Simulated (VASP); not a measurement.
# ZrTa2 (Fd-3m) in VASP: further runs

ZrTa2 is run at these levels: PBE; tasks: single point, relaxation of cell and atoms.

All numbers are computed with VASP 6.6.1; they aren't measurements. Logs are shortened: lines on timing, memory, paths and dates and some standing lists are left out, and cuts for length are marked.

## (1) The cell of the first run

The structure is cubic, space group Fd-3m (No. 227). Conventional cell: a = 7.882 Å, b = 7.882 Å, c = 7.882 Å, α = 90.00°, β = 90.00°, γ = 90.00°. Within 4.3 Å of Zr (site symmetry -43m) lie 12 Ta at 3.27 Å and 4 Zr at 3.41 Å. Within 3.7 Å of Ta (site symmetry -3m) lie 6 Ta at 2.79 Å and 6 Zr at 3.27 Å.

## (2) Single point, PBE

File INCAR:

```
PREC = Accurate
ENCUT = 520
EDIFF = 1E-7
ISMEAR = 0
SIGMA = 0.1
LREAL = False
LASPH = True
NELM = 60
ALGO = Normal
ISIF = 2
LWAVE = False
LCHARG = True
GGA = PE
LELF = True
LVHAR = True
NBANDS = 43
```

File KPOINTS:

```
Automatic mesh
0
Gamma
  4 4 4
```

File POSCAR:

```
ZrTa2
1.0
    0.0000000000      3.9410770712      3.9410770712
    3.9410770712      0.0000000000      3.9410770712
    3.9410770712      3.9410770712      0.0000000000
Zr Ta
2 4
Direct
    0.0000000000      0.0000000000      0.0000000000
    0.2500000000      0.2500000000      0.2500000000
    0.6250000000      0.6250000000      0.6250000000
    0.1250000000      0.6250000000      0.6250000000
    0.6250000000      0.6250000000      0.1250000000
    0.6250000000      0.1250000000      0.6250000000
```

Potentials or basis: VASP PAW PBE potentials, release 64 (Zr_sv, Ta_pv).

Launch:

```sh
$ cat potpaw_PBE.64/Zr_sv/POTCAR potpaw_PBE.64/Ta_pv/POTCAR > POTCAR
$ mpirun -np 1 vasp_std > vasp.out
```

OUTCAR:

```text
PREC = Accurate
   ENCUT = 520
   EDIFF = 1E-7
   ISMEAR = 0
   LREAL = False
   LASPH = True
   NELM = 60
   ISIF = 2
   GGA = PE

 ion  position               nearest neighbor table
   1  0.000  0.000  0.000-   5 3.27   5 3.27   6 3.27   3 3.27   4 3.27   5 3.27   3 3.27   4 3.27
                             6 3.27   4 3.27   3 3.27   6 3.27   2 3.41   2 3.41   2 3.41   2 3.41
   2  0.250  0.250  0.250-   5 3.27   4 3.27   6 3.27   3 3.27   4 3.27   6 3.27   3 3.27   4 3.27
                             5 3.27   3 3.27   5 3.27   6 3.27   1 3.41   1 3.41   1 3.41   1 3.41
   3  0.625  0.625  0.625-   4 2.79   5 2.79   6 2.79   5 2.79   6 2.79   4 2.79   1 3.27   2 3.27
                             1 3.27   2 3.27   1 3.27   2 3.27
   4  0.125  0.625  0.625-   3 2.79   5 2.79   6 2.79   3 2.79   5 2.79   6 2.79   2 3.27   1 3.27
                             1 3.27   2 3.27   2 3.27   1 3.27
   5  0.625  0.625  0.125-   3 2.79   3 2.79   4 2.79   6 2.79   6 2.79   4 2.79   1 3.27   2 3.27
                             1 3.27   2 3.27   1 3.27   2 3.27
   6  0.625  0.125  0.625-   3 2.79   5 2.79   3 2.79   4 2.79   5 2.79   4 2.79   2 3.27   1 3.27
                             2 3.27   2 3.27   1 3.27   1 3.27

  LATTYP: Found a face centered cubic cell.
 ALAT       =     7.8821541424

  Lattice vectors:

 A1 = (   0.0000000000,   3.9410770712,   3.9410770712)
 A2 = (   3.9410770712,   0.0000000000,   3.9410770712)
 A3 = (   3.9410770712,   3.9410770712,   0.0000000000)

Analysis of symmetry for initial positions (statically):
=====================================================================
 Subroutine PRICEL returns:
 Original cell was already a primitive cell.

 Routine SETGRP: Setting up the symmetry group for a
 face centered cubic supercell.

 Subroutine GETGRP returns: Found 48 space group operations
 (whereof 24 operations were pure point group operations)
 out of a pool of 48 trial point group operations.

The static configuration has the point symmetry T_d .
 The point group associated with its full space group is O_h .

Analysis of symmetry for dynamics (positions and initial velocities):
=====================================================================
 Subroutine PRICEL returns:
 Original cell was already a primitive cell.

 Routine SETGRP: Setting up the symmetry group for a
 face centered cubic supercell.

 Subroutine GETGRP returns: Found 48 space group operations
 (whereof 24 operations were pure point group operations)
 out of a pool of 48 trial point group operations.

The dynamic configuration has the point symmetry T_d .
 The point group associated with its full space group is O_h .

 Subroutine INISYM returns: Found 48 space group operations
 (whereof 24 operations are pure point group operations),
 and found     1 'primitive' translations

----------------------------------------------------------------------------------------

                                     Primitive cell

  volume of cell :     122.4263

  direct lattice vectors                    reciprocal lattice vectors
     0.000000000  3.941077071  3.941077071    -0.126868871  0.126868871  0.126868871
     3.941077071  0.000000000  3.941077071     0.126868871 -0.126868871  0.126868871
     3.941077071  3.941077071  0.000000000     0.126868871  0.126868871 -0.126868871

  length of vectors
     5.573524644  5.573524644  5.573524644     0.219743331  0.219743331  0.219743331

  position of ions in fractional coordinates (direct lattice)
     0.000000000  0.000000000  0.000000000
     0.250000000  0.250000000  0.250000000
     0.625000000  0.625000000  0.625000000
     0.125000000  0.625000000  0.625000000
     0.625000000  0.625000000  0.125000000
     0.625000000  0.125000000  0.625000000

  ion indices of the primitive-cell ions
   primitive index   ion index
                 1           1
                 2           2
                 3           3
                 4           4
                 5           5
                 6           6

----------------------------------------------------------------------------------------

 KPOINTS: Automatic mesh

Automatic generation of k-mesh.
 Grid dimensions read from file:
 generate k-points for:    4    4    4

 Generating k-lattice:

  Cartesian coordinates                     Fractional coordinates (reciprocal lattice)
    -0.031717218  0.031717218  0.031717218     0.250000000  0.000000000  0.000000000
     0.031717218 -0.031717218  0.031717218     0.000000000  0.250000000  0.000000000
     0.031717218  0.031717218 -0.031717218     0.000000000  0.000000000  0.250000000

  Length of vectors
     0.054935833  0.054935833  0.054935833

  Shift w.r.t. Gamma in fractional coordinates (k-lattice)
     0.000000000  0.000000000  0.000000000

 Subroutine IBZKPT returns following result:
 ===========================================

 Found      8 irreducible k-points:

 Following reciprocal coordinates:
            Coordinates               Weight
  0.000000  0.000000  0.000000      1.000000
  0.250000  0.000000  0.000000      8.000000
  0.500000  0.000000  0.000000      4.000000
  0.250000  0.250000  0.000000      6.000000
  0.500000  0.250000  0.000000     24.000000
 -0.250000  0.250000  0.000000     12.000000
  0.500000  0.500000  0.000000      3.000000
 -0.250000  0.500000  0.250000      6.000000
   k-points           NKPTS =      8   k-points in BZ     NKDIM =      8   number of bands    NBANDS=     43
   number of dos      NEDOS =    301   number of ions     NIONS =      6
   total plane-waves  NPLWV =  74088
   dimension x,y,z NGX =    42 NGY =   42 NGZ =   42
   dimension x,y,z NGXF=    84 NGYF=   84 NGZF=   84
   ions per type =               2   4
   NGX,Y,Z   is equivalent  to a cutoff of  12.53, 12.53, 12.53 a.u.
   NGXF,Y,Z  is equivalent  to a cutoff of  25.06, 25.06, 25.06 a.u.
 SYSTEM =  unknown system
   PREC   = accura    normal or accurate (medium, high low for compatibility)
   ISTART =      0    job   : 0-new  1-cont  2-samecut
   ICHARG =      2    charge: 1-file 2-atom 10-const
   ISPIN  =      1    spin polarized calculation?
   LNONCOLLINEAR =      F non collinear calculations
   LSORBIT =      F    spin-orbit coupling
   LASPH  =      T    aspherical Exc in radial PAW
   ENCUT  =  520.0 eV  38.22 Ry    6.18 a.u.  10.36 10.36 10.36*2*pi/ulx,y,z
   NELM   =     60;   NELMIN=  2; NELMDL= -5     # of ELM steps
   EDIFF  = 0.1E-06   stopping-criterion for ELM
   LREAL  =      F    real-space projection
   EDIFFG = 0.1E-05   stopping-criterion for IOM
   NSW    =      0    number of steps for IOM
   IBRION =     -1    ionic relax: 0-MD 1-quasi-New 2-CG
   NFREE  =      0    steps in history (QN), initial steepest desc. (CG)
   ISIF   =      2    stress and relaxation
   ISYM   =      2    0-nonsym 1-usesym 2-fastsym
   POTIM  = 0.5000    time-step for ionic-motion
   TEBEG  =    0.0;   TEEND  =   0.0 temperature during run
   PSTRESS=    0.0 pullay stress
   NELECT =      68.0000    total number of electrons
   NUPDOWN=      -1.0000    fix difference up-down
   EMIN   =  10.00;   EMAX   =-10.00  energy-range for DOS
   EFERMI =   0.00;   METHOD = LEGACY
   ISMEAR =     0;   SIGMA  =   0.10  broadening in eV -4-tet -1-fermi 0-gaus
   EFERMI_NEDOS =   21; number of points for ismear=-14 and -15
   IALGO  =     38    algorithm
   IMIX   =      4    mixing-type and parameters
     AMIX     =   0.40;   BMIX     =  1.00
     AMIX_MAG =   1.60;   BMIX_MAG =  1.00
  volume/ion in A,a.u.               =      20.40       137.70
  Fermi-wavevector in a.u.,A,eV,Ry     =   1.345714  2.543031 24.639430  1.810947
  Thomas-Fermi vector in A             =   2.473605
   LORBIT       =      0    0 simple, 1 ext, 2 COOP (PROOUT), +10 PAW based schemes
   GGA     = PE    functional components
   LHFCALC =     F    Hartree Fock is set to
   AEXX    =    0.0000 exact exchange contribution
   IVDW    =     0    specifies the selected vdW correction
   LEPSILON=     F    determine dielectric tensor
   LRPA    =     F    only Hartree local field effects (RPA)
 non-spin polarized calculation
 Gauss-broadening in eV      SIGMA  =   0.10
  energy-cutoff  :      520.00
  volume of cell :      122.43
 maximum number of plane-waves:      3327
 NGX is ok and might be reduce to    42
   NGX = 21   NGY = 21   NGZ = 21

 number of electron      68.0000011 magnetization

 Free energy of the ion-electron system (eV)
  ---------------------------------------------------
  ext. energy  EPLUGINS =         0.00000000
  ---------------------------------------------------
  free energy    TOTEN  =       -63.87104874 eV

  energy without entropy =      -63.78696152  energy(sigma->0) =      -63.82900513

 E-fermi :   6.2205     XC(G=0): -11.8424

 val. band max:        6.2194840491   @ k =   0.5000   0.2500   0.0000
 cond. band min:       6.2520992079   @ k =   0.5000   0.0000   0.0000
 fundamental gap:      0.0326151588
 Fermi energy:         6.2205182608

 k-point     1 :       0.0000    0.0000    0.0000
  band No.  band energies     occupation
      1     -41.9980      2.00000
      2     -41.9556      2.00000
      3     -28.2613      2.00000
      4     -27.5902      2.00000
      5     -27.5902      2.00000
      6     -27.5902      2.00000
[... 35 lines left out ...]
     42      10.0728      0.00000
     43      10.0728      0.00000

 k-point     2 :       0.2500    0.0000    0.0000
  band No.  band energies     occupation
      1     -41.9937      2.00000
      2     -41.9600      2.00000
      3     -28.1335      2.00000
      4     -27.5395      2.00000
      5     -27.5355      2.00000
      6     -27.5355      2.00000
[... 35 lines left out ...]
     42       9.8988      0.00000
     43      10.0875      0.00000

 k-point     3 :       0.5000    0.0000    0.0000
  band No.  band energies     occupation
      1     -41.9877      2.00000
      2     -41.9662      2.00000
      3     -27.9927      2.00000
      4     -27.4956      2.00000
      5     -27.4956      2.00000
      6     -27.2951      2.00000
[... 183 lines left out ...]
      6     -27.2513      2.00000
[... 35 lines left out ...]
     42       9.6885      0.00000
     43       9.7140      0.00000

 k-point     8 :      -0.2500    0.5000    0.2500
  band No.  band energies     occupation
      1     -41.9770      2.00000
      2     -41.9770      2.00000
      3     -27.6756      2.00000
      4     -27.6756      2.00000
      5     -27.3955      2.00000
      6     -27.3955      2.00000
[... 35 lines left out ...]
     42       9.5359      0.00000
     43       9.6211      0.00000

------------------------ aborting loop because EDIFF is reached ----------------------------------------

  FORCE on cell =-STRESS in cart. coord.  units (eV):
  Direction    XX          YY          ZZ          XY          YZ          ZX
  --------------------------------------------------------------------------------------
  -------------------------------------------------------------------------------------
  Total        0.0316685      0.0316685      0.0316685      0.0000000      0.0000000      0.0000000
  in kB        0.4144411      0.4144411      0.4144411      0.0000000      0.0000000      0.0000000
  external PRESSURE =       0.4144411 kB  Pullay stress =       0.0000000 kB

 VOLUME and BASIS-vectors are now :
 -----------------------------------------------------------------------------
  energy-cutoff  :      520.00
  volume of cell :      122.43
      direct lattice vectors                 reciprocal lattice vectors
     0.000000000  3.941077071  3.941077071    -0.126868871  0.126868871  0.126868871
     3.941077071  0.000000000  3.941077071     0.126868871 -0.126868871  0.126868871
     3.941077071  3.941077071  0.000000000     0.126868871  0.126868871 -0.126868871

 POSITION                                       TOTAL-FORCE (eV/Angst)
 -----------------------------------------------------------------------------------
      0.00000      0.00000      0.00000         0.000000     -0.000000     -0.000000
      1.97054      1.97054      1.97054         0.000000      0.000000      0.000000
      4.92635      4.92635      4.92635        -0.000000     -0.000000      0.000000
      4.92635      2.95581      2.95581        -0.000000     -0.000000      0.000000
      2.95581      2.95581      4.92635        -0.000000     -0.000000      0.000000
      2.95581      4.92635      2.95581        -0.000000     -0.000000      0.000000
 -----------------------------------------------------------------------------------
    total drift:                                0.000000      0.000000      0.000000

  FREE ENERGIE OF THE ION-ELECTRON SYSTEM (eV)
  ---------------------------------------------------
  free  energy   TOTEN  =       -63.8710487418 eV

  energy  without entropy=      -63.7869615185  energy(sigma->0) =      -63.82900513
```

It took 59 s on 1 thread of Intel Xeon Platinum 8259CL at 2.50GHz (Skylake/Cascade Lake), shared host; peak memory 0.26 GiB.

What came out:

| Property | Result |
| --- | --- |
| Free energy | -63.8710 eV |
| Pressure | 0.0 GPa |
| Band gap on the k mesh | zero (band 34 reaches 6.73 eV, above the bottom of band 35 at 6.11 eV) |

Caveat: spin-orbit coupling is left out, which moves the levels of the heavy elements.

(Continued in part 2 of 2.)
